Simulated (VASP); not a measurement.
# In2GeS2 (P-6m2) in VASP: a series of runs

In2GeS2 is run at these levels: PBE; tasks: single point, relaxation of cell and atoms.

Program: VASP 6.6.1. These are calculated values, not measurements. Logs are shortened: lines on timing, memory, paths and dates and some standing lists are left out, and cuts for length are marked.

### Step 1. The cell of the first run

It takes space group P-6m2 (No. 187, hexagonal). The conventional cell has a = 4.417 Å, b = 4.417 Å, c = 6.722 Å, α = 90.00°, β = 90.00°, γ = 120.00°. In (site symmetry 3m) has 3 Ge at 3.00 Å and 6 S at 3.11 Å and 2 In at 3.15 to 3.58 Å within 3.9 Å. Ge (site symmetry -6m2) has 6 In at 3.00 Å and 2 S at 3.36 Å within 3.9 Å. Within 3.4 Å of S (site symmetry -6m2) lie 3 S at 2.55 Å and 6 In at 3.11 Å. Within 3.4 Å of S (site symmetry -6m2) lie 3 S at 2.55 Å and 6 In at 3.11 Å and 2 Ge at 3.36 Å.

### Step 2. Single point, PBE

INCAR reads:

```
PREC = Accurate ; ENCUT = 520
EDIFF = 1E-7 ; ISMEAR = 0
SIGMA = 0.1 ; LREAL = F
LASPH = T ; NELM = 100
ALGO = Normal ; ISIF = 2
LWAVE = F ; LCHARG = F
GGA = PE ; NBANDS = 34
```

KPOINTS reads:

```
regular mesh
0
Gamma
  6 6 2
```

POSCAR reads:

```
In2GeS2
1.0
    4.4170522797      0.0000000031      0.0000000000
   -2.2085261425      3.8252794825      0.0000000000
    0.0000000000      0.0000000000      6.7220015414
In Ge S
2 1 2
Direct
    0.3333333333      0.6666666667      0.2659965512
    0.3333333333      0.6666666667      0.7340034488
    0.0000000000      0.0000000000      0.5000000000
    0.6666666667      0.3333333333      0.0000000000
    0.0000000000      0.0000000000      0.0000000000
```

Potentials or basis: VASP PAW PBE potentials, release 64 (In_d, Ge_d, S).

Run with:

```
cat potpaw_PBE.64/In_d/POTCAR potpaw_PBE.64/Ge_d/POTCAR potpaw_PBE.64/S/POTCAR > POTCAR
mpirun -np 1 vasp_std > vasp.out
```

OUTCAR:

```text
PREC = Accurate
   ENCUT = 520
   EDIFF = 1E-7
   ISMEAR = 0
   LREAL = F
   LASPH = T
   NELM = 100
   ISIF = 2
   GGA = PE

 ion  position               nearest neighbor table
   1  0.333  0.667  0.266-   3 3.00   3 3.00   3 3.00   5 3.11   4 3.11   4 3.11   5 3.11   5 3.11
                             4 3.11   2 3.15   2 3.58
   2  0.333  0.667  0.734-   3 3.00   3 3.00   3 3.00   5 3.11   4 3.11   4 3.11   5 3.11   5 3.11
                             4 3.11   1 3.15   1 3.58
   3  0.000  0.000  0.500-   1 3.00   2 3.00   1 3.00   2 3.00   1 3.00   2 3.00
   4  0.667  0.333  0.000-   5 2.55   5 2.55   5 2.55   2 3.11   1 3.11   2 3.11   1 3.11   1 3.11
                             2 3.11
   5  0.000  0.000  0.000-   4 2.55   4 2.55   4 2.55   1 3.11   2 3.11   1 3.11   2 3.11   1 3.11
                             2 3.11

  LATTYP: Found a hexagonal cell.
 ALAT       =     4.4170522797
 C/A-ratio  =     1.5218297443

  Lattice vectors:

 A1 = (   4.4170522797,   0.0000000031,   0.0000000000)
 A2 = (  -2.2085261425,   3.8252794825,   0.0000000000)
 A3 = (   0.0000000000,   0.0000000000,   6.7220015414)

Analysis of symmetry for initial positions (statically):
=====================================================================
 Subroutine PRICEL returns:
 Original cell was already a primitive cell.

 Routine SETGRP: Setting up the symmetry group for a
 hexagonal supercell.

 Subroutine GETGRP returns: Found 12 space group operations
 (whereof 12 operations were pure point group operations)
 out of a pool of 24 trial point group operations.

The static configuration has the point symmetry D_3h.

Analysis of symmetry for dynamics (positions and initial velocities):
=====================================================================
 Subroutine PRICEL returns:
 Original cell was already a primitive cell.

 Routine SETGRP: Setting up the symmetry group for a
 hexagonal supercell.

 Subroutine GETGRP returns: Found 12 space group operations
 (whereof 12 operations were pure point group operations)
 out of a pool of 24 trial point group operations.

The dynamic configuration has the point symmetry D_3h.

 Subroutine INISYM returns: Found 12 space group operations
 (whereof 12 operations are pure point group operations),
 and found     1 'primitive' translations

----------------------------------------------------------------------------------------

                                     Primitive cell

  volume of cell :     113.5780

  direct lattice vectors                    reciprocal lattice vectors
     4.417052280  0.000000003  0.000000000     0.226395328  0.130709404  0.000000000
    -2.208526142  3.825279483  0.000000000    -0.000000000  0.261418807  0.000000000
     0.000000000  0.000000000  6.722001541     0.000000000  0.000000000  0.148765214

  length of vectors
     4.417052280  4.417052280  6.722001541     0.261418807  0.261418807  0.148765214

  position of ions in fractional coordinates (direct lattice)
     0.333333333  0.666666667  0.265996551
     0.333333333  0.666666667  0.734003449
     0.000000000  0.000000000  0.500000000
     0.666666667  0.333333333  0.000000000
     0.000000000  0.000000000  0.000000000

  ion indices of the primitive-cell ions
   primitive index   ion index
                 1           1
                 2           2
                 3           3
                 4           4
                 5           5

----------------------------------------------------------------------------------------

 KPOINTS: regular mesh

Automatic generation of k-mesh.
 Grid dimensions read from file:
 generate k-points for:    6    6    2

 Generating k-lattice:

  Cartesian coordinates                     Fractional coordinates (reciprocal lattice)
     0.037732555  0.021784901  0.000000000     0.166666667  0.000000000  0.000000000
    -0.000000000  0.043569801  0.000000000     0.000000000  0.166666667  0.000000000
     0.000000000  0.000000000  0.074382607     0.000000000  0.000000000  0.500000000

  Length of vectors
     0.043569801  0.043569801  0.074382607

  Shift w.r.t. Gamma in fractional coordinates (k-lattice)
     0.000000000  0.000000000  0.000000000

 Subroutine IBZKPT returns following result:
 ===========================================

 Found     14 irreducible k-points:

 Following reciprocal coordinates:
            Coordinates               Weight
  0.000000  0.000000  0.000000      1.000000
  0.166667 -0.000000  0.000000      6.000000
  0.333333  0.000000  0.000000      6.000000
  0.500000  0.000000  0.000000      3.000000
  0.166667  0.166667  0.000000      6.000000
  0.333333  0.166667  0.000000     12.000000
  0.333333  0.333333  0.000000      2.000000
  0.000000  0.000000  0.500000      1.000000
  0.166667 -0.000000  0.500000      6.000000
  0.333333  0.000000  0.500000      6.000000
  0.500000  0.000000  0.500000      3.000000
  0.166667  0.166667  0.500000      6.000000
  0.333333  0.166667  0.500000     12.000000
  0.333333  0.333333  0.500000      2.000000
   k-points           NKPTS =     14   k-points in BZ     NKDIM =     14   number of bands    NBANDS=     34
   number of dos      NEDOS =    301   number of ions     NIONS =      5
   total plane-waves  NPLWV =  64800
   dimension x,y,z NGX =    36 NGY =   36 NGZ =   50
   dimension x,y,z NGXF=    72 NGYF=   72 NGZF=  100
   ions per type =               2   1   2
   NGX,Y,Z   is equivalent  to a cutoff of  13.55, 13.55, 12.37 a.u.
   NGXF,Y,Z  is equivalent  to a cutoff of  27.10, 27.10, 24.73 a.u.
 SYSTEM =  unknown system
   PREC   = accura    normal or accurate (medium, high low for compatibility)
   ISTART =      0    job   : 0-new  1-cont  2-samecut
   ICHARG =      2    charge: 1-file 2-atom 10-const
   ISPIN  =      1    spin polarized calculation?
   LNONCOLLINEAR =      F non collinear calculations
   LSORBIT =      F    spin-orbit coupling
   LASPH  =      T    aspherical Exc in radial PAW
   ENCUT  =  520.0 eV  38.22 Ry    6.18 a.u.   8.21  8.21 12.50*2*pi/ulx,y,z
   NELM   =    100;   NELMIN=  2; NELMDL= -5     # of ELM steps
   EDIFF  = 0.1E-06   stopping-criterion for ELM
   LREAL  =      F    real-space projection
   EDIFFG = 0.1E-05   stopping-criterion for IOM
   NSW    =      0    number of steps for IOM
   IBRION =     -1    ionic relax: 0-MD 1-quasi-New 2-CG
   NFREE  =      0    steps in history (QN), initial steepest desc. (CG)
   ISIF   =      2    stress and relaxation
   ISYM   =      2    0-nonsym 1-usesym 2-fastsym
   POTIM  = 0.5000    time-step for ionic-motion
   TEBEG  =    0.0;   TEEND  =   0.0 temperature during run
   PSTRESS=    0.0 pullay stress
   NELECT =      52.0000    total number of electrons
   NUPDOWN=      -1.0000    fix difference up-down
   EMIN   =  10.00;   EMAX   =-10.00  energy-range for DOS
   EFERMI =   0.00;   METHOD = LEGACY
   ISMEAR =     0;   SIGMA  =   0.10  broadening in eV -4-tet -1-fermi 0-gaus
   EFERMI_NEDOS =   21; number of points for ismear=-14 and -15
   IALGO  =     38    algorithm
   IMIX   =      4    mixing-type and parameters
     AMIX     =   0.40;   BMIX     =  1.00
     AMIX_MAG =   1.60;   BMIX_MAG =  1.00
  volume/ion in A,a.u.               =      22.72       153.29
  Fermi-wavevector in a.u.,A,eV,Ry     =   1.261763  2.384387 21.661104  1.592046
  Thomas-Fermi vector in A             =   2.395206
   LORBIT       =      0    0 simple, 1 ext, 2 COOP (PROOUT), +10 PAW based schemes
   GGA     = PE    functional components
   LHFCALC =     F    Hartree Fock is set to
   AEXX    =    0.0000 exact exchange contribution
   IVDW    =     0    specifies the selected vdW correction
   LEPSILON=     F    determine dielectric tensor
   LRPA    =     F    only Hartree local field effects (RPA)
 non-spin polarized calculation
 Gauss-broadening in eV      SIGMA  =   0.10
  energy-cutoff  :      520.00
  volume of cell :      113.58
 maximum number of plane-waves:      3074
 NGX is ok and might be reduce to    36
   NGX = 17   NGY = 17   NGZ = 25

 number of electron      51.9999988 magnetization

 Free energy of the ion-electron system (eV)
  ---------------------------------------------------
  ext. energy  EPLUGINS =         0.00000000
  ---------------------------------------------------
  free energy    TOTEN  =       -16.46251711 eV

  energy without entropy =      -16.45807519  energy(sigma->0) =      -16.46029615

 E-fermi :   6.0336     XC(G=0): -10.1061

 val. band max:        5.8372759113   @ k =   0.5000   0.0000   0.5000
 cond. band min:       6.0645675591   @ k =   0.1667  -0.0000   0.5000
 fundamental gap:      0.2272916478
 Fermi energy:         6.0335959951

 k-point     1 :       0.0000    0.0000    0.0000
  band No.  band energies     occupation
      1     -18.3287      2.00000
      2     -18.3264      2.00000
      3     -18.3264      2.00000
      4     -18.2970      2.00000
      5     -18.2970      2.00000
      6      -9.0174      2.00000
[... 26 lines left out ...]
     33      10.8388      0.00000
     34      10.8388      0.00000

 k-point     2 :       0.1667   -0.0000    0.0000
  band No.  band energies     occupation
      1     -18.3285      2.00000
      2     -18.3266      2.00000
      3     -18.3264      2.00000
      4     -18.2970      2.00000
      5     -18.2965      2.00000
      6      -8.8800      2.00000
[... 26 lines left out ...]
     33      11.5273      0.00000
     34      11.5470      0.00000

 k-point     3 :       0.3333    0.0000    0.0000
  band No.  band energies     occupation
      1     -18.3280      2.00000
      2     -18.3268      2.00000
      3     -18.3265      2.00000
      4     -18.2969      2.00000
      5     -18.2956      2.00000
      6      -8.6555      2.00000
[... 26 lines left out ...]
     33      12.0467      0.00000
     34      12.5680      0.00000
[... 334 lines left out ...]
 k-point    13 :       0.3333    0.1667    0.5000
  band No.  band energies     occupation
      1     -18.3277      2.00000
      2     -18.3268      2.00000
      3     -18.3266      2.00000
      4     -18.2966      2.00000
      5     -18.2954      2.00000
      6      -8.4928      2.00000
[... 26 lines left out ...]
     33      11.7518      0.00000
     34      12.9169      0.00000

 k-point    14 :       0.3333    0.3333    0.5000
  band No.  band energies     occupation
      1     -18.3276      2.00000
      2     -18.3268      2.00000
      3     -18.3267      2.00000
      4     -18.2960      2.00000
      5     -18.2957      2.00000
      6      -8.3836      2.00000
[... 26 lines left out ...]
     33      11.2595      0.00000
     34      13.1194      0.00000

------------------------ aborting loop because EDIFF is reached ----------------------------------------

  FORCE on cell =-STRESS in cart. coord.  units (eV):
  Direction    XX          YY          ZZ          XY          YZ          ZX
  --------------------------------------------------------------------------------------
  -------------------------------------------------------------------------------------
  Total       -0.0270870     -0.0270870     -0.0273413     -0.0000000      0.0000000      0.0000000
  in kB       -0.3821001     -0.3821001     -0.3856876     -0.0000000      0.0000000      0.0000000
  external PRESSURE =      -0.3832959 kB  Pullay stress =       0.0000000 kB

 VOLUME and BASIS-vectors are now :
 -----------------------------------------------------------------------------
  energy-cutoff  :      520.00
  volume of cell :      113.58
      direct lattice vectors                 reciprocal lattice vectors
     4.417052280  0.000000003  0.000000000     0.226395328  0.130709404  0.000000000
    -2.208526142  3.825279483  0.000000000    -0.000000000  0.261418807  0.000000000
     0.000000000  0.000000000  6.722001541     0.000000000  0.000000000  0.148765214

 POSITION                                       TOTAL-FORCE (eV/Angst)
 -----------------------------------------------------------------------------------
     -0.00000      2.55019      1.78803        -0.000000      0.000000     -0.004378
     -0.00000      2.55019      4.93397        -0.000000      0.000000      0.004378
      0.00000      0.00000      3.36100        -0.000000      0.000000      0.000000
      2.20853      1.27509      0.00000         0.000000     -0.000000      0.000000
      0.00000      0.00000      0.00000        -0.000000      0.000000      0.000000
 -----------------------------------------------------------------------------------
    total drift:                                0.000000     -0.000000     -0.000000

  FREE ENERGIE OF THE ION-ELECTRON SYSTEM (eV)
  ---------------------------------------------------
  free  energy   TOTEN  =       -16.4625171113 eV

  energy  without entropy=      -16.4580751942  energy(sigma->0) =      -16.46029615
```

Run time: 37 s. Hardware: 1 thread of AMD EPYC 9R45 (Zen 5), shared host; peak memory 0.23 GiB.

What came out:

| Property | Result |
| --- | --- |
| Free energy | -16.4625 eV |
| Pressure | 0.0 GPa |
| Largest force | 0.004 eV/Å |
| Band gap on the k mesh | zero (band 26 reaches 6.40 eV, above the bottom of band 27 at 5.50 eV) |

Forces on the atoms (eV/Å):
```
In   0.000  0.000 -0.004
In   0.000  0.000  0.004
Ge   0.000  0.000  0.000
S    0.000  0.000  0.000
S    0.000  0.000  0.000
```

Caveat: the k points lie up to 0.47 Å⁻¹ apart; spin-orbit coupling is left out, which moves the levels of the heavy elements.

### Step 3. Single point, PBE

This run uses another cell than the first one, of 24.41 Å³/atom, 1.075 times its volume.

INCAR reads:

```
SYSTEM = In2GeS2
ALGO     = Normal         ! electronic algorithm
EDIFF    = 1E-6           ! SCF threshold, eV
ENCUT    = 520            ! plane-wave cutoff, eV
GGA      = PE             ! functional
ISIF     = 2              ! what is computed and relaxed
ISMEAR   = 0              ! smearing method
LASPH    = .TRUE.         ! aspherical terms in the spheres
LCHARG   = .FALSE.        ! write CHGCAR
LREAL    = .FALSE.        ! projectors in reciprocal space
LWAVE    = .FALSE.        ! write WAVECAR
NBANDS   = 34             ! bands
NELM     = 60             ! most SCF steps
PREC     = Accurate       ! precision mode
SIGMA    = 0.1            ! smearing width, eV
```

KPOINTS reads:

```
k-points
0
G
  6 6 2
  0 0 0
```

POSCAR reads:

```
In2GeS2
1.0
    4.1142565900      0.0000000000      0.0000000000
   -2.0571283000      3.5630507300      0.0000000000
    0.0000000000      0.0000000000      8.3259356500
In Ge S
2 1 2
Direct
    0.3333333300      0.6666666700      0.2054603200
    0.3333333300      0.6666666700      0.7945396800
    0.0000000000      0.0000000000      0.5000000000
    0.6666666700      0.3333333300      0.0000000000
    0.0000000000      0.0000000000      0.0000000000
```

Potentials or basis: VASP PAW PBE potentials, release 64 (In_d, Ge_d, S).

Run with:

```
cat potpaw_PBE.64/In_d/POTCAR potpaw_PBE.64/Ge_d/POTCAR potpaw_PBE.64/S/POTCAR > POTCAR
mpirun -np 1 vasp_std > vasp.out
```

Run time: 36 s. Hardware: 1 thread of AMD EPYC 9R45 (Zen 5), shared host; peak memory 0.23 GiB.

It converged, with:

```
Free energy            : -15.0441 eV
Pressure               : 4.5 GPa
Largest force          : 1.569 eV/Å
Band gap on the k mesh : zero (band 26 reaches 6.09 eV, above the bottom of band 27 at 5.05 eV)
```

Forces on the atoms (eV/Å):
```
In   0.000  0.000  1.569
In   0.000  0.000 -1.569
Ge   0.000  0.000  0.000
S    0.000  0.000  0.000
S    0.000  0.000  0.000
```

Stress tensor (GPa, compression positive):
```
6.54 0.00 0.00
0.00 6.54 0.00
0.00 0.00 0.29
```

Levels at points of the mesh, in eV from the Fermi level:
| k point | band 23 | band 24 | band 25 | band 26 | band 27 | band 28 | band 29 | band 30 |
| --- | --- | --- | --- | --- | --- | --- | --- | --- |
| (0.00, 0.00, 0.00) | -2.60 | -2.07 | -2.07 | -0.59 | 1.89 | 2.00 | 2.00 | 3.02 |
| (0.50, 0.00, 0.00) | -3.15 | -1.32 | 0.07 | 0.28 | 0.81 | 0.99 | 1.76 | 2.03 |
| (0.00, 0.00, 0.50) | -2.06 | -2.06 | -0.59 | -0.21 | 0.11 | 1.91 | 1.91 | 4.15 |
| (0.50, 0.00, 0.50) | -2.35 | -1.99 | -0.80 | -0.07 | 0.53 | 1.01 | 2.03 | 2.77 |

Caveat: the k points lie up to 0.38 Å⁻¹ apart; spin-orbit coupling is left out, which moves the levels of the heavy elements; forces of over 1 eV/Å act on the atoms, so gaps and moduli don't describe the material at rest.

(Part 1 of 3 ends here.)
